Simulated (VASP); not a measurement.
# PrScO in VASP: a series of runs

The runs below take PrScO through relaxation of cell and atoms, single point, with PBE.

Everything below comes from runs of VASP 6.6.1. Logs are shortened: lines on timing, memory, paths and dates and some standing lists are left out, and cuts for length are marked.

## (1) The cell of the first run

Symmetry: Pmmm, No. 47, orthorhombic system. Conventional cell: a = 3.519 Å, b = 3.705 Å, c = 4.361 Å, α = 90.00°, β = 90.00°, γ = 90.00°. Within 3.8 Å of Pr (site symmetry mmm) lie 4 O at 2.55 Å and 8 Sc at 3.36 Å and 4 Pr at 3.52 to 3.71 Å. Within 2.9 Å of Sc (site symmetry mmm) lie 2 O at 2.18 Å. O (site symmetry mmm) has 2 Sc at 2.18 Å and 4 Pr at 2.55 Å within 2.9 Å.

The cell was built from a structure type or drawn by symmetry, and may not be a known phase.

## (2) Relaxation of cell and atoms, PBE

File INCAR:

```
SYSTEM = PrScO
PREC = Accurate ; ENCUT = 600
EDIFF = 1E-7 ; ISMEAR = 0
SIGMA = 0.1 ; LREAL = .False.
LASPH = .True. ; NELM = 200
ALGO = Normal ; ISIF = 3
LWAVE = .False. ; LCHARG = .False.
GGA = PE ; IBRION = 2
NSW = 90 ; EDIFFG = -0.04
GGA_COMPAT = .False. ; NELMIN = 4
LMAXMIX = 6
```

File KPOINTS:

```
regular mesh
0
Gamma
  6 6 4
  0 0 0
```

File POSCAR:

```
PrScO
1.0
    3.5188726779      0.0000000000      0.0000000000
    0.0000000000      3.7052322555      0.0000000000
    0.0000000000      0.0000000000      4.3607975833
Pr Sc O
1 1 1
Direct
    0.0000000000      0.0000000000      0.5000000000
    0.5000000000      0.5000000000      0.0000000000
    0.5000000000      0.5000000000      0.5000000000
```

Potentials or basis: VASP PAW PBE potentials, release 64 (Pr_3, Sc_sv, O), 4f in core.

The run is started by

```bash
$ cat potpaw_PBE.64/Pr_3/POTCAR potpaw_PBE.64/Sc_sv/POTCAR potpaw_PBE.64/O/POTCAR > POTCAR
$ mpirun -np 1 vasp_std > vasp.out
```

OUTCAR:

```text
SYSTEM = PrScO
   PREC = Accurate
   ENCUT = 600
   EDIFF = 1E-7
   ISMEAR = 0
   LREAL = .False.
   LASPH = .True.
   NELM = 200
   ISIF = 3
   GGA = PE
   IBRION = 2
   NSW = 90
   EDIFFG = -0.04
   NELMIN = 4

 ion  position               nearest neighbor table
   1  0.000  0.000  0.500-   3 2.55   3 2.55   3 2.55   3 2.55   2 3.36   2 3.36   2 3.36   2 3.36
                             2 3.36   2 3.36   2 3.36   2 3.36
   2  0.500  0.500  0.000-   3 2.18   3 2.18   1 3.36   1 3.36   1 3.36   1 3.36   1 3.36   1 3.36
                             1 3.36   1 3.36
   3  0.500  0.500  0.500-   2 2.18   2 2.18   1 2.55   1 2.55   1 2.55   1 2.55

  LATTYP: Found a simple orthorhombic cell.
 ALAT       =     3.5188726779
 B/A-ratio  =     1.0529600229
 C/A-ratio  =     1.2392598376

  Lattice vectors:

 A1 = (   3.5188726779,   0.0000000000,   0.0000000000)
 A2 = (   0.0000000000,   3.7052322555,   0.0000000000)
 A3 = (   0.0000000000,   0.0000000000,   4.3607975833)

Analysis of symmetry for initial positions (statically):
=====================================================================
 Subroutine PRICEL returns:
 Original cell was already a primitive cell.

 Routine SETGRP: Setting up the symmetry group for a
 simple orthorhombic supercell.

 Subroutine GETGRP returns: Found  8 space group operations
 (whereof  8 operations were pure point group operations)
 out of a pool of  8 trial point group operations.

The static configuration has the point symmetry D_2h.

Analysis of symmetry for dynamics (positions and initial velocities):
=====================================================================
 Subroutine PRICEL returns:
 Original cell was already a primitive cell.

 Routine SETGRP: Setting up the symmetry group for a
 simple orthorhombic supercell.

 Subroutine GETGRP returns: Found  8 space group operations
 (whereof  8 operations were pure point group operations)
 out of a pool of  8 trial point group operations.

The dynamic configuration has the point symmetry D_2h.

 Subroutine INISYM returns: Found  8 space group operations
 (whereof  8 operations are pure point group operations),
 and found     1 'primitive' translations

----------------------------------------------------------------------------------------

                                     Primitive cell

  volume of cell :      56.8571

  direct lattice vectors                    reciprocal lattice vectors
[... 100 lines left out ...]
   NELECT =      28.0000    total number of electrons
   NUPDOWN=      -1.0000    fix difference up-down
   EMIN   =  10.00;   EMAX   =-10.00  energy-range for DOS
   EFERMI =   0.00;   METHOD = LEGACY
   ISMEAR =     0;   SIGMA  =   0.10  broadening in eV -4-tet -1-fermi 0-gaus
   EFERMI_NEDOS =   21; number of points for ismear=-14 and -15
   IALGO  =     38    algorithm
   IMIX   =      4    mixing-type and parameters
     AMIX     =   0.40;   BMIX     =  1.00
     AMIX_MAG =   1.60;   BMIX_MAG =  1.00
  volume/ion in A,a.u.               =      18.95       127.90
  Fermi-wavevector in a.u.,A,eV,Ry     =   1.292804  2.443044 22.739975  1.671341
  Thomas-Fermi vector in A             =   2.424489
   LORBIT       =      0    0 simple, 1 ext, 2 COOP (PROOUT), +10 PAW based schemes
   GGA     = PE    functional components
   LHFCALC =     F    Hartree Fock is set to
   AEXX    =    0.0000 exact exchange contribution
   IVDW    =     0    specifies the selected vdW correction
   LEPSILON=     F    determine dielectric tensor
   LRPA    =     F    only Hartree local field effects (RPA)
 conjugate gradient relaxation of ions
 non-spin polarized calculation
 Gauss-broadening in eV      SIGMA  =   0.10
  energy-cutoff  :      600.00
  volume of cell :       56.86
 maximum number of plane-waves:      1920
   NGX = 15   NGY = 15   NGZ = 17

--------------------------------------- Ionic step        1  -------------------------------------------

 number of electron      27.9999997 magnetization

 Free energy of the ion-electron system (eV)
  ---------------------------------------------------
  ext. energy  EPLUGINS =         0.00000000
  ---------------------------------------------------
  free energy    TOTEN  =       -21.80013610 eV

  energy without entropy =      -21.79015027  energy(sigma->0) =      -21.79514318

------------------------ aborting loop because EDIFF is reached ----------------------------------------

  FORCE on cell =-STRESS in cart. coord.  units (eV):
  Direction    XX          YY          ZZ          XY          YZ          ZX
  --------------------------------------------------------------------------------------
  -------------------------------------------------------------------------------------
  Total        2.3811027      0.7477453     -0.9569231     -0.0000000      0.0000000      0.0000000
  in kB       67.0971059     21.0707197    -26.9651407     -0.0000000      0.0000000      0.0000000
  external PRESSURE =      20.4008950 kB  Pullay stress =       0.0000000 kB
[... 172 lines left out ...]
--------------------------------------- Ionic step        6  -------------------------------------------

 number of electron      28.0000001 magnetization

 Free energy of the ion-electron system (eV)
  ---------------------------------------------------
  ext. energy  EPLUGINS =         0.00000000
  ---------------------------------------------------
  free energy    TOTEN  =       -21.87433674 eV

  energy without entropy =      -21.86874107  energy(sigma->0) =      -21.87153890

 E-fermi :   4.8672     XC(G=0): -10.5309

 val. band max:        4.8527612805   @ k =   0.5000   0.1667   0.0000
 cond. band min:       4.9430426241   @ k =   0.0000   0.1667   0.5000
 fundamental gap:      0.0902813436
 Fermi energy:         4.8671852801

 k-point     1 :       0.0000    0.0000    0.0000
  band No.  band energies     occupation
      1     -44.7345      2.00000
      2     -31.4606      2.00000
      3     -23.4776      2.00000
      4     -23.3444      2.00000
      5     -23.3403      2.00000
      6     -14.6866      2.00000
[... 481 lines left out ...]
      5     -23.3511      2.00000
      6     -15.4045      2.00000
[... 10 lines left out ...]
     17       6.7384      0.00000
     18       7.9370      0.00000

 [... further k-points ...]

------------------------ aborting loop because EDIFF is reached ----------------------------------------

  FORCE on cell =-STRESS in cart. coord.  units (eV):
  Direction    XX          YY          ZZ          XY          YZ          ZX
  --------------------------------------------------------------------------------------
  -------------------------------------------------------------------------------------
  Total        0.0451897     -0.0706630      0.0739814      0.0000000      0.0000000      0.0000000
  in kB        1.2342076     -1.9299296      2.0205583      0.0000000      0.0000000      0.0000000
  external PRESSURE =       0.4416121 kB  Pullay stress =       0.0000000 kB
[... 18 lines left out ...]
  FREE ENERGIE OF THE ION-ELECTRON SYSTEM (eV)
  ---------------------------------------------------
  free  energy   TOTEN  =       -21.8743367360 eV

  energy  without entropy=      -21.8687410699  energy(sigma->0) =      -21.87153890

 reached required accuracy - stopping structural energy minimisation
```

Run time: 2.3 min. Hardware: 1 thread of Intel Xeon Platinum 8488C (Sapphire Rapids), shared host; peak memory 0.24 GiB.

Results:

```yaml
Free_energy: -21.8743 eV
Relaxed_volume: 19.55 Å³/atom
Relaxed_cell: a = 3.706 Å, b = 3.720 Å, c = 4.255 Å, α = 90.00°, β = 90.00°, γ = 90.00°
Space_group_after_relaxing_to_0.1_Å: P4/mmm (No. 123)
Energy_gained_by_relaxing: 24.7 meV/atom
Ionic_steps: 6
Pressure_after_relaxing: 0.0 GPa
Band_gap_on_the_k_mesh: zero (bands 14 and 15 overlap by 1.43 eV)
```

The path:
| step | energy change (eV) | largest force (eV/Å) | pressure (GPa) | volume (Å³) |
| --- | --- | --- | --- | --- |
| 1 | 0.0000 | 0.0000 | 2.04 | 56.86 |
| 2 | -0.0665 | 0.0000 | -0.54 | 58.82 |
| 3 | -0.0692 | 0.0000 | -1.06 | 59.35 |
| 4 | -0.0721 | 0.0000 | 0.67 | 58.39 |
| 5 | -0.0730 | 0.0000 | 0.10 | 58.69 |
| 6 | -0.0742 | 0.0000 | 0.04 | 58.66 |

Final structure:
```
CELL_PARAMETERS angstrom
3.70581 0.00000 0.00000
0.00000 3.71988 0.00000
0.00000 0.00000 4.25548
ATOMIC_POSITIONS crystal
Pr 0.00000 0.00000 0.50000
Sc 0.50000 0.50000 0.00000
O 0.50000 0.50000 0.50000
```

Levels at points of the mesh, in eV from the Fermi level:
| k point | band 10 | band 11 | band 12 | band 13 | band 14 | band 15 | band 16 | band 17 | band 18 |
| --- | --- | --- | --- | --- | --- | --- | --- | --- | --- |
| (0.00, 0.00, 0.00) | -4.51 | -4.35 | -4.35 | -3.48 | -1.76 | 1.00 | 1.03 | 1.86 | 1.96 |
| (0.50, 0.00, 0.00) | -6.01 | -5.55 | -4.77 | -1.07 | -0.43 | 1.08 | 1.73 | 1.95 | 1.97 |
| (0.00, 0.50, 0.00) | -6.01 | -5.53 | -4.77 | -1.09 | -0.45 | 1.09 | 1.75 | 1.96 | 2.00 |
| (0.50, 0.50, 0.00) | -4.44 | -4.39 | -4.38 | -1.37 | -0.82 | -0.82 | 2.44 | 2.92 | 2.92 |
| (0.00, 0.00, 0.50) | -6.17 | -4.65 | -4.64 | -1.49 | -0.59 | 0.28 | 1.72 | 2.14 | 2.18 |
| (0.50, 0.00, 0.50) | -6.44 | -6.27 | -5.84 | -1.76 | 0.49 | 1.22 | 1.67 | 2.95 | 3.04 |
| (0.00, 0.50, 0.50) | -6.44 | -6.27 | -5.82 | -1.76 | 0.52 | 1.21 | 1.66 | 2.92 | 3.02 |
| (0.50, 0.50, 0.50) | -6.09 | -4.68 | -4.67 | -0.96 | -0.94 | 0.51 | 2.43 | 2.44 | 3.03 |

Caveat: the k points lie up to 0.37 Å⁻¹ apart in the final cell, too coarse for converged energies and pressures of a metal; spin-orbit coupling is left out, which moves the levels of the heavy elements; the 4f electrons are frozen in the core, so they carry no moment and show no levels; the run has no spin polarisation, though such a crystal can be magnetic. With open d or f shells a metallic result of PBE can be an artefact of self-interaction; +U or a hybrid may open a gap.

(Part 1 of 2 ends here.)
